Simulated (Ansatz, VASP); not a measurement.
# Mo: VASP beside Ansatz

File POSCAR:

```
Mo
1.0
   -1.6260847795      1.6260847795      1.6260847795
    1.6260847795     -1.6260847795      1.6260847795
    1.6260847795      1.6260847795     -1.6260847795
Mo
1
Direct
    0.0000000000      0.0000000000      0.0000000000
```

The input INCAR.step1:

```
SYSTEM = Mo
ALGO = Normal ; EDIFF = 1E-4
ENCUT = 520 ; GGA = PE
ISMEAR = 0 ; LASPH = .TRUE.
LCHARG = .FALSE. ; LREAL = .FALSE.
LWAVE = .TRUE. ; NBANDS = 13
NELM = 80 ; PREC = Accurate
SIGMA = 0.1
```

File INCAR.step2:

```
SYSTEM = Mo
ALGO = Normal ; EDIFF = 1E-7
ENCUT = 520 ; ISIF = 2
ISMEAR = 0 ; ISTART = 1
LASPH = .TRUE. ; LCHARG = .TRUE.
LELF = .TRUE. ; LMIXTAU = .TRUE.
LREAL = .FALSE. ; LVHAR = .TRUE.
LWAVE = .FALSE. ; METAGGA = R2SCAN
NBANDS = 13 ; NELM = 80
PREC = Accurate ; SIGMA = 0.1
```

The input KPOINTS:

```
k-points
0
G
  18 18 18
  0 0 0
```

Input for Ansatz:

```yaml
crystal:
  lattice:
    - [-1.6260847795, 1.6260847795, 1.6260847795]
    - [1.6260847795, -1.6260847795, 1.6260847795]
    - [1.6260847795, 1.6260847795, -1.6260847795]
  atoms:
    - { symbol: Mo, position: [0.0, 0.0, 0.0] }
basis:
  ecutwfc: 500
kpoints:
  mp_grid: { grid: [18, 18, 18] }
hamiltonian:
  xc: r2scan
scf:
  occupations: { method: gaussian, width: 0.1 }
output:
  forces: true
  stress: true
  eigenvalues: true
  write_density: true
  write_potential: true
  elf: true
  volumetric_format: npy
```

Alike in both runs: task single point; functional r2SCAN; k mesh 18 × 18 × 18; occupations gaussian, width 0.1 eV; no spin polarisation.

|  | VASP | Ansatz |
| --- | --- | --- |
| version | VASP 6.6.1 | Ansatz 0.2.0 |
| potentials or method | VASP PAW PBE potentials, release 64 (Mo_sv), cutoff 520 eV | scalar-relativistic, plane waves, PAW |
| valence electrons in the cell | 14 | 14 |

|  | VASP | Ansatz | Ansatz less VASP |
| --- | --- | --- | --- |
| gap on the k mesh at the Fermi level (eV) | none | none | - |
| pressure (GPa) | -20.5 | -21.2 | -0.73 |

VASP's potentials were made for PBE, not for r2SCAN. A gap of «none» marks a metal or a gap that the smearing closes. With one functional, cell and mesh, what is left measures potentials, basis and numerics.
